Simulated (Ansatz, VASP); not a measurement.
One calculation of Al5GaP6, two programs

INCAR

```
PREC     = Accurate       # precision mode
ENCUT    = 520            # plane-wave cutoff, eV
EDIFF    = 1E-7           # SCF threshold, eV
ISMEAR   = 0              # smearing method
SIGMA    = 0.1            # smearing width, eV
LREAL    = False          # projectors in reciprocal space
LASPH    = True           # aspherical terms in the spheres
NELM     = 60             # most SCF steps
ALGO     = Normal         # electronic algorithm
ISIF     = 2              # what is computed and relaxed
LWAVE    = False          # write WAVECAR
LCHARG   = False          # write CHGCAR
GGA      = PE             # functional
NBANDS   = 41             # bands
```

KPOINTS

```
Automatic mesh
0
Gamma
  6 6 1
```

File POSCAR:

```
Al5GaP6
1.0
    3.7111267600      0.0000000000      0.0000000000
    0.0000000000      3.7111267600      0.0000000000
    0.0000000000      0.0000000000     15.7449773800
Al Ga P
5 1 6
Direct
    0.5000000000      0.5000000000      0.8333333300
    0.0000000000      0.0000000000      0.6666666700
    0.5000000000      0.5000000000      0.5000000000
    0.0000000000      0.0000000000      0.3333333300
    0.5000000000      0.5000000000      0.1666666700
    0.0000000000      0.0000000000      0.0000000000
    0.5000000000      0.0000000000      0.7500000000
    0.0000000000      0.5000000000      0.5833333300
    0.5000000000      0.0000000000      0.4166666700
    0.0000000000      0.5000000000      0.2500000000
    0.5000000000      0.0000000000      0.0833333300
    0.0000000000      0.5000000000      0.9166666700
```

Input for Ansatz:

```yaml
crystal:
  lattice:
    - [3.71112676, 0.0, 0.0]
    - [0.0, 3.71112676, 0.0]
    - [0.0, 0.0, 15.74497738]
  atoms:
    - { symbol: Al, position: [0.5, 0.5, 0.83333333] }
    - { symbol: Al, position: [0.0, 0.0, 0.66666667] }
    - { symbol: Al, position: [0.5, 0.5, 0.5] }
    - { symbol: Al, position: [0.0, 0.0, 0.33333333] }
    - { symbol: Al, position: [0.5, 0.5, 0.16666667] }
    - { symbol: Ga, position: [0.0, 0.0, 0.0] }
    - { symbol: P, position: [0.5, 0.0, 0.75] }
    - { symbol: P, position: [0.0, 0.5, 0.58333333] }
    - { symbol: P, position: [0.5, 0.0, 0.41666667] }
    - { symbol: P, position: [0.0, 0.5, 0.25] }
    - { symbol: P, position: [0.5, 0.0, 0.08333333] }
    - { symbol: P, position: [0.0, 0.5, 0.91666667] }
basis:
  ecutwfc: 420
kpoints:
  mp_grid: { grid: [6, 6, 1] }
hamiltonian:
  xc: pbe
scf:
  occupations: { method: gaussian, width: 0.1 }
  lower_state_search: "off"
output:
  forces: true
  stress: true
  eigenvalues: true
```

Alike in both runs: task single point; functional PBE; k mesh 6 × 6 × 1; occupations gaussian, width 0.1 eV; no spin polarisation.

```csv
,VASP,Ansatz
version,VASP 6.6.1,Ansatz 0.2.0
potentials or method,"VASP PAW PBE potentials, release 64 (Al, Ga_d, P), cutoff 520 eV","scalar-relativistic, plane waves, PAW"
valence electrons in the cell,58,58
```

Ansatz gave:

* gap on the k mesh at the Fermi level (eV): 1.29
* least direct gap on the mesh (eV): 1.30
* pressure (GPa): 16.0
* traceless stress, the component that is largest in VASP (GPa): -0.12
* rms of the force components (eV/Å): 0.013

**Question.** Estimate VASP's values.

**Answer.** gap on the k mesh at the Fermi level (eV): 1.29; least direct gap on the mesh (eV): 1.30; pressure (GPa): 15.9; traceless stress, the component that is largest in VASP (GPa): -0.12; rms of the force components (eV/Å): 0.013.

Atom by atom the forces differ by 0.000 eV/Å (rms over components).
